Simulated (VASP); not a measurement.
# InP (l.bB) (F-43m) in VASP: a series of runs

InP (l.bB) is run at these levels: LDA; tasks: single point.

All numbers are computed with VASP 6.6.1; they aren't measurements. Logs are shortened: lines on timing, memory, paths and dates and some standing lists are left out, and cuts for length are marked.

### Step 1. The cell of the first run

It takes space group F-43m (No. 216, cubic). The conventional cell has a = 5.827 Å, b = 5.827 Å, c = 5.827 Å, α = 90.00°, β = 90.00°, γ = 90.00°. Within 3.3 Å of In (site symmetry -43m) lie 4 P at 2.52 Å. Within 3.3 Å of P (site symmetry -43m) lie 4 In at 2.52 Å.

### Step 2. Single point, LDA

Contents of INCAR:

```
SYSTEM = InP
PREC     = Accurate       ! precision mode
ENCUT    = 500            ! plane-wave cutoff, eV
EDIFF    = 1E-6           ! SCF threshold, eV
ISMEAR   = 0              ! smearing method
SIGMA    = 0.02           ! smearing width, eV
LREAL    = .False.        ! projectors in reciprocal space
LASPH    = .True.         ! aspherical terms in the spheres
NELM     = 120            ! most SCF steps
ALGO     = Normal         ! electronic algorithm
ISIF     = 2              ! what is computed and relaxed
LWAVE    = .False.        ! write WAVECAR
LCHARG   = .False.        ! write CHGCAR
NBANDS   = 16             ! bands
GGA_COMPAT= .False.
```

Contents of KPOINTS:

```
Automatic mesh
0
Gamma
  10 10 10
  0 0 0
```

Contents of POSCAR:

```
InP
1.0
    0.0000000000      2.9134252807      2.9134252807
    2.9134252807      0.0000000000      2.9134252807
    2.9134252807      2.9134252807      0.0000000000
In P
1 1
Direct
    0.0000000000      0.0000000000      0.0000000000
    0.2500000000      0.2500000000      0.2500000000
```

Potentials or basis: VASP PAW LDA potentials, release 64 (In_d, P).

Run with:

```
cat potpaw_LDA.64/In_d/POTCAR potpaw_LDA.64/P/POTCAR > POTCAR
mpirun -np 1 vasp_std > vasp.out
```

OUTCAR:

```text
SYSTEM = InP
   PREC = Accurate
   ENCUT = 500
   EDIFF = 1E-6
   ISMEAR = 0
   LREAL = .False.
   LASPH = .True.
   NELM = 120
   ISIF = 2

 ion  position               nearest neighbor table
   1  0.000  0.000  0.000-   2 2.52   2 2.52   2 2.52   2 2.52
   2  0.250  0.250  0.250-   1 2.52   1 2.52   1 2.52   1 2.52

  LATTYP: Found a face centered cubic cell.
 ALAT       =     5.8268505614

  Lattice vectors:

 A1 = (   0.0000000000,   2.9134252807,   2.9134252807)
 A2 = (   2.9134252807,   0.0000000000,   2.9134252807)
 A3 = (   2.9134252807,   2.9134252807,   0.0000000000)

Analysis of symmetry for initial positions (statically):
=====================================================================
 Subroutine PRICEL returns:
 Original cell was already a primitive cell.

 Routine SETGRP: Setting up the symmetry group for a
 face centered cubic supercell.

 Subroutine GETGRP returns: Found 24 space group operations
 (whereof 24 operations were pure point group operations)
 out of a pool of 48 trial point group operations.

The static configuration has the point symmetry T_d .

Analysis of symmetry for dynamics (positions and initial velocities):
=====================================================================
 Subroutine PRICEL returns:
 Original cell was already a primitive cell.

 Routine SETGRP: Setting up the symmetry group for a
 face centered cubic supercell.

 Subroutine GETGRP returns: Found 24 space group operations
 (whereof 24 operations were pure point group operations)
 out of a pool of 48 trial point group operations.

The dynamic configuration has the point symmetry T_d .

 Subroutine INISYM returns: Found 24 space group operations
 (whereof 24 operations are pure point group operations),
 and found     1 'primitive' translations

----------------------------------------------------------------------------------------

                                     Primitive cell

  volume of cell :      49.4586

  direct lattice vectors                    reciprocal lattice vectors
     0.000000000  2.913425281  2.913425281    -0.171619298  0.171619298  0.171619298
     2.913425281  0.000000000  2.913425281     0.171619298 -0.171619298  0.171619298
     2.913425281  2.913425281  0.000000000     0.171619298  0.171619298 -0.171619298

  length of vectors
     4.120205545  4.120205545  4.120205545     0.297253343  0.297253343  0.297253343

  position of ions in fractional coordinates (direct lattice)
     0.000000000  0.000000000  0.000000000
[... 72 lines left out ...]
   ISPIN  =      1    spin polarized calculation?
   LNONCOLLINEAR =      F non collinear calculations
   LSORBIT =      F    spin-orbit coupling
   LASPH  =      T    aspherical Exc in radial PAW
   ENCUT  =  500.0 eV  36.75 Ry    6.06 a.u.   7.51  7.51  7.51*2*pi/ulx,y,z
   NELM   =    120;   NELMIN=  2; NELMDL= -5     # of ELM steps
   EDIFF  = 0.1E-05   stopping-criterion for ELM
   LREAL  =      F    real-space projection
   EDIFFG = 0.1E-04   stopping-criterion for IOM
   NSW    =      0    number of steps for IOM
   IBRION =     -1    ionic relax: 0-MD 1-quasi-New 2-CG
   NFREE  =      0    steps in history (QN), initial steepest desc. (CG)
   ISIF   =      2    stress and relaxation
   ISYM   =      2    0-nonsym 1-usesym 2-fastsym
   POTIM  = 0.5000    time-step for ionic-motion
   TEBEG  =    0.0;   TEEND  =   0.0 temperature during run
   PSTRESS=    0.0 pullay stress
   NELECT =      18.0000    total number of electrons
   NUPDOWN=      -1.0000    fix difference up-down
   EMIN   =  10.00;   EMAX   =-10.00  energy-range for DOS
   EFERMI =   0.00;   METHOD = LEGACY
   ISMEAR =     0;   SIGMA  =   0.02  broadening in eV -4-tet -1-fermi 0-gaus
   EFERMI_NEDOS =   21; number of points for ismear=-14 and -15
   IALGO  =     38    algorithm
   IMIX   =      4    mixing-type and parameters
     AMIX     =   0.40;   BMIX     =  1.00
     AMIX_MAG =   1.60;   BMIX_MAG =  1.00
  volume/ion in A,a.u.               =      24.73       166.88
  Fermi-wavevector in a.u.,A,eV,Ry     =   1.168831  2.208771 18.587821  1.366166
  Thomas-Fermi vector in A             =   2.305312
   LORBIT       =      0    0 simple, 1 ext, 2 COOP (PROOUT), +10 PAW based schemes
   GGA     = CA    functional components
   LHFCALC =     F    Hartree Fock is set to
   AEXX    =    0.0000 exact exchange contribution
   IVDW    =     0    specifies the selected vdW correction
   LEPSILON=     F    determine dielectric tensor
   LRPA    =     F    only Hartree local field effects (RPA)
 non-spin polarized calculation
 Gauss-broadening in eV      SIGMA  =   0.02
  energy-cutoff  :      500.00
  volume of cell :       49.46
 maximum number of plane-waves:      1279
   NGX = 15   NGY = 15   NGZ = 15

 number of electron      18.0000011 magnetization

 Free energy of the ion-electron system (eV)
  ---------------------------------------------------
  ext. energy  EPLUGINS =         0.00000000
  ---------------------------------------------------
  free energy    TOTEN  =        -9.67415595 eV

  energy without entropy =       -9.67415595  energy(sigma->0) =       -9.67415595

 E-fermi :   5.3053     XC(G=0):  -9.6867

 val. band max:        5.2036370545   @ k =   0.0000   0.0000   0.0000
 cond. band min:       5.8096697413   @ k =   0.0000   0.0000   0.0000
 fundamental gap:      0.6060326868
 Fermi energy:         5.3052685402

 k-point     1 :       0.0000    0.0000    0.0000
  band No.  band energies     occupation
      1      -9.0203      2.00000
      2      -9.0203      2.00000
      3      -9.0203      2.00000
      4      -8.8563      2.00000
      5      -8.8563      2.00000
      6      -6.4637      2.00000
[... 433 lines left out ...]
      3      -8.9344      2.00000
      4      -8.8955      2.00000
      5      -8.8276      2.00000
      6      -4.7215      2.00000
[... 8 lines left out ...]
     15      15.8392      0.00000
     16      17.9083      0.00000

 [... further k-points ...]
[... 5 lines left out ...]
  --------------------------------------------------------------------------------------
  -------------------------------------------------------------------------------------
  Total        0.0058708      0.0058708      0.0058708      0.0000000      0.0000000     -0.0000000
  in kB        0.1901811      0.1901811      0.1901811      0.0000000      0.0000000     -0.0000000
  external PRESSURE =       0.1901811 kB  Pullay stress =       0.0000000 kB

 VOLUME and BASIS-vectors are now :
 -----------------------------------------------------------------------------
  energy-cutoff  :      500.00
  volume of cell :       49.46
      direct lattice vectors                 reciprocal lattice vectors
     0.000000000  2.913425281  2.913425281    -0.171619298  0.171619298  0.171619298
     2.913425281  0.000000000  2.913425281     0.171619298 -0.171619298  0.171619298
     2.913425281  2.913425281  0.000000000     0.171619298  0.171619298 -0.171619298

 POSITION                                       TOTAL-FORCE (eV/Angst)
 -----------------------------------------------------------------------------------
      0.00000      0.00000      0.00000         0.000000      0.000000      0.000000
      1.45671      1.45671      1.45671        -0.000000     -0.000000     -0.000000
 -----------------------------------------------------------------------------------
    total drift:                               -0.000000     -0.000000     -0.000000

  FREE ENERGIE OF THE ION-ELECTRON SYSTEM (eV)
  ---------------------------------------------------
  free  energy   TOTEN  =        -9.6741559521 eV

  energy  without entropy=       -9.6741559521  energy(sigma->0) =       -9.67415595
```

Wall time 16 s (1 thread of Intel Xeon Platinum 8559C (Emerald Rapids), shared host); peak memory 0.17 GiB.

Results:

```
Free energy            : -9.6742 eV
Pressure               : 0.0 GPa
Band gap on the k mesh : 0.61 eV, direct
```

Levels at points of the mesh, in eV from the valence-band top:
```csv
k point,band 6,band 7,band 8,band 9,band 10,band 11,band 12,band 13
"(0.00, 0.00, 0.00)",-11.67,0.00,0.00,0.00,0.61,3.96,3.96,3.96
"(0.50, 0.00, 0.00)",-9.86,-5.92,-1.02,-1.02,1.37,4.71,4.71,6.93
"(0.50, 0.50, 0.00)",-9.16,-5.94,-2.42,-2.42,1.57,2.12,9.10,9.55
```

Caveat: spin-orbit coupling is left out, which moves the levels of the heavy elements. LDA gaps usually lie below the measured ones, often by a third to a half.

### Step 3. Single point, LDA

Contents of INCAR:

```
SYSTEM = InP
ALGO = Normal
EDIFF = 1E-6
ENCUT = 500
GGA = CA
GGA_COMPAT = .FALSE.
ISIF = 2
ISMEAR = 0
LASPH = .TRUE.
LCHARG = .FALSE.
LREAL = .FALSE.
LWAVE = .FALSE.
NBANDS = 16
NELM = 120
PREC = Accurate
SIGMA = 0.02
```

Contents of KPOINTS:

```
k-points
0
G
  10 10 10
  0 0 0
```

POSCAR is that of step 2.

Potentials or basis: VASP PAW LDA potentials, release 64 (In_d, P).

Run with:

```
cat potpaw_LDA.64/In_d/POTCAR potpaw_LDA.64/P/POTCAR > POTCAR
mpirun -np 1 vasp_std > vasp.out
```

It took 16 s on 1 thread of Intel Xeon Platinum 8559C (Emerald Rapids), shared host; peak memory 0.16 GiB.

The run converged. Its results:

| Quantity | Value |
| --- | --- |
| Free energy | -9.6742 eV |
| Pressure | 0.0 GPa |
| Band gap on the k mesh | 0.61 eV, direct |

Levels at points of the mesh, in eV from the valence-band top:
```tsv
k point	band 6	band 7	band 8	band 9	band 10	band 11	band 12	band 13
(0.00, 0.00, 0.00)	-11.67	0.00	0.00	0.00	0.61	3.96	3.96	3.96
(0.50, 0.00, 0.00)	-9.86	-5.92	-1.02	-1.02	1.37	4.71	4.71	6.93
(0.50, 0.50, 0.00)	-9.16	-5.94	-2.42	-2.42	1.57	2.12	9.10	9.55
```

Caveat: spin-orbit coupling is left out, which moves the levels of the heavy elements. A hybrid or GW would open this gap; LDA tends to underestimate it.
